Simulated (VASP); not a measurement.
Here is a VASP 6.6.1 calculation.

Contents of INCAR:

```
SYSTEM = AlRu
PREC = Accurate
ENCUT = 600
EDIFF = 1E-6
ISMEAR = -1
SIGMA = 0.05
LREAL = .FALSE.
LASPH = .TRUE.
NELM = 80
ALGO = Fast
ISIF = 3
LWAVE = .FALSE.
LCHARG = .FALSE.
GGA = PE
IBRION = 2
NSW = 60
EDIFFG = -0.01
PSTRESS = 300.0
```

Contents of KPOINTS:

```
Automatic mesh
0
G
  9 9 9
  0 0 0
```

Contents of POSCAR:

```
AlRu
1.0
    2.9916000000      0.0000000000      0.0000000000
    0.0000000000      2.9916000000      0.0000000000
    0.0000000000      0.0000000000      2.9916000000
Ru Al
1 1
Direct
    0.5000000000      0.5000000000      0.5000000000
    0.0000000000      0.0000000000      0.0000000000
```

Potentials or basis: VASP PAW PBE potentials, release 64 (Ru_pv, Al).

Run with:

```console
$ cat potpaw_PBE.64/Ru_pv/POTCAR potpaw_PBE.64/Al/POTCAR > POTCAR
$ mpirun -np 1 vasp_std > vasp.out
```

Q: Estimate the space group after relaxing (to 0.05 Å).

A: Pm-3m (No. 221).

Q: What does it give for the relaxed cell?

A: a = 2.891 Å, b = 2.891 Å, c = 2.891 Å, α = 90.00°, β = 90.00°, γ = 90.00°.

Step by step:
| step | energy change (eV) | largest force (eV/Å) | pressure (GPa) | volume (Å³) |
| --- | --- | --- | --- | --- |
| 1 | 0.0000 | 0.0000 | 2.33 | 26.77 |
| 2 | 3.1163 | 0.0000 | 166.02 | 18.78 |
| 3 | 0.2025 | 0.0000 | 26.96 | 24.41 |
| 4 | 0.2327 | 0.0000 | 29.17 | 24.23 |
| 5 | 0.2445 | 0.0000 | 30.01 | 24.17 |

Caveat: the cell is relaxed towards a set pressure, so the enthalpy falls and the energy may rise.
